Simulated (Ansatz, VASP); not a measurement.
# Si16O31: VASP beside Ansatz

```
Si O
1.0
   -10.05259    0.00000    0.00000
     0.00000  -10.05259    0.00000
     5.02630    5.02630    7.37174
Si O
16 31
Direct
  0.00508 0.49753 0.50854
  0.49196 0.50347 0.48168
  0.00203 0.99706 0.50162
  0.99371 0.49978 0.00054
  0.50009 0.00304 0.49934
  0.52136 0.48821 0.02408
  0.00088 0.00083 0.00084
  0.50219 0.00303 0.99962
  0.62228 0.38679 0.22592
  0.11818 0.37522 0.24946
  0.62757 0.87197 0.25038
  0.62154 0.37747 0.74146
  0.12505 0.87417 0.24916
  0.13527 0.37153 0.76832
  0.62541 0.87794 0.74838
  0.12575 0.87196 0.75066
  0.00603 0.43750 0.12500
  0.52597 0.93750 0.12500
  0.52314 0.42692 0.59870
  0.01580 0.93750 0.12500
  0.04944 0.44808 0.65130
  0.51718 0.94319 0.62662
  0.01556 0.93181 0.62338
  0.52838 0.41111 0.32595
  0.05569 0.38416 0.37208
  0.56215 0.89403 0.37446
  0.55116 0.39567 0.86116
  0.06543 0.89104 0.37664
  0.04878 0.38299 0.87078
  0.56478 0.89446 0.87470
  0.06468 0.89119 0.87771
  0.81500 0.47933 0.38884
  0.30299 0.49201 0.37922
  0.81508 0.98054 0.37530
  0.80860 0.49084 0.87792
  0.31197 0.98381 0.37229
  0.32743 0.46389 0.92405
  0.81379 0.98396 0.87336
  0.31270 0.98097 0.87554
  0.59924 0.19316 0.11186
  0.10797 0.18940 0.12525
  0.61238 0.68184 0.13814
  0.60955 0.18994 0.62446
  0.10772 0.68560 0.12475
  0.11142 0.18461 0.63115
  0.60526 0.69039 0.61885
  0.11009 0.68506 0.62554
```

Change from the starting cell: O vacancy (site d), charge +0, atoms relaxed at the host's cell.

Alike in both runs: functional PBE; k mesh 2 × 2 × 2; occupations gaussian, width 0.01 eV; no spin polarisation.

Ansatz relaxed the structure, and its values are those at the end. VASP's run is a single point on that final structure, the one shown.

|  | VASP | Ansatz |
| --- | --- | --- |
| version | VASP 6.6.1 | Ansatz 0.2.0 |
| potentials or method | VASP PAW PBE potentials, release 64 (Si, O), cutoff 520 eV | scalar-relativistic, plane waves, PAW |
| valence electrons in the cell | 250 | 250 |

VASP gave:

* gap on the k mesh at the Fermi level (eV): 5.33
* least direct gap on the mesh (eV): 5.58
* rms of the force components (eV/Å): 0.008

Problem. What did Ansatz give for the same quantities?

Solution. gap on the k mesh at the Fermi level (eV): 5.32; least direct gap on the mesh (eV): 5.57; rms of the force components (eV/Å): 0.005.

With one functional, cell and mesh, what is left measures potentials, basis and numerics.

The k mesh is coarse, so the values compare programs but aren't converged.
